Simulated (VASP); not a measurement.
Crystal: Na2YMgC6N6.

```
CELL_PARAMETERS angstrom
0.00000 5.36000 5.36000
5.36000 0.00000 5.36000
5.36000 5.36000 0.00000
ATOMIC_POSITIONS crystal
Na 0.25000 0.25000 0.25000
Na 0.75000 0.75000 0.75000
Y 0.50000 0.50000 0.50000
Mg 0.00000 0.00000 0.00000
C 0.81530 0.18470 0.18470
C 0.18470 0.81530 0.18470
C 0.18470 0.18470 0.81530
C 0.18470 0.81530 0.81530
C 0.81530 0.18470 0.81530
C 0.81530 0.81530 0.18470
N 0.70616 0.29384 0.29384
N 0.29384 0.70616 0.29384
N 0.29384 0.29384 0.70616
N 0.29384 0.70616 0.70616
N 0.70616 0.29384 0.70616
N 0.70616 0.70616 0.29384
```

| Quantity | Value |
| --- | --- |
| Program | VASP 6.6.1 |
| Task | relaxation of cell and atoms |
| Functional | PBE |
| Potentials or basis | VASP PAW PBE potentials, release 64 (Na_pv, Y_sv, Mg, C, N) |
| Cutoff | 600 eV |
| k mesh | 4 × 4 × 4 |
| Occupations | gaussian, width 0.1 eV |
| Spin | no spin polarisation |

At the start: pressure 11.7 GPa; volume 19.25 Å³/atom.

Question: Where does the relaxation end?

Answer: Over 16 steps the energy falls by 167.7 meV/atom and the volume is 24.48 Å³/atom (+27.2 %); space group Fm-3m (No. 225, to 0.1 Å) before and after.

The path:
| step | energy change (eV) | largest force (eV/Å) | pressure (GPa) | volume (Å³) |
| --- | --- | --- | --- | --- |
| 1 | 0.0000 | 0.9764 | 11.68 | 307.98 |
| 2 | -2.3121 | 2.9339 | -1.26 | 374.87 |
| 3 | -2.3175 | 3.0222 | -1.65 | 378.12 |
| 4 | 3.7172 | 19.8011 | 13.17 | 412.23 |
| 5 | -2.5734 | 0.9272 | 0.63 | 384.68 |
| 6 | -2.5784 | 0.5307 | 0.36 | 383.84 |
| 7 | -2.5784 | 0.4788 | 0.32 | 383.72 |
| 8 | -2.6167 | 0.3249 | 0.04 | 386.61 |
| 9 | -2.6660 | 0.3219 | -0.68 | 394.93 |
| 10 | -2.6078 | 1.6644 | 1.09 | 393.86 |
| 11 | -2.6707 | 0.2620 | -0.31 | 394.70 |
| 12 | -2.6812 | 0.1083 | -0.15 | 392.64 |
| 13 | -2.6825 | 0.0601 | -0.06 | 391.52 |
| 14 | -2.6825 | 0.0610 | -0.07 | 391.67 |
| 15 | -2.6817 | 0.2064 | -0.28 | 391.54 |
| 16 | -2.6826 | 0.0342 | -0.13 | 391.63 |

Final structure:
```
Na Y Mg C N
1.0
     0.00000    5.80698    5.80698
     5.80698    0.00000    5.80698
     5.80698    5.80698    0.00000
Na Y Mg C N
2 1 1 6 6
Direct
  0.25000 0.25000 0.25000
  0.75000 0.75000 0.75000
  0.50000 0.50000 0.50000
  0.00000 0.00000 0.00000
  0.80407 0.19593 0.19593
  0.19593 0.80407 0.19593
  0.19593 0.19593 0.80407
  0.19593 0.80407 0.80407
  0.80407 0.19593 0.80407
  0.80407 0.80407 0.19593
  0.70247 0.29753 0.29753
  0.29753 0.70247 0.29753
  0.29753 0.29753 0.70247
  0.29753 0.70247 0.70247
  0.70247 0.29753 0.70247
  0.70247 0.70247 0.29753
```

Caveat: the volume moved by over 15 % at a fixed basis, so the end points are rough.
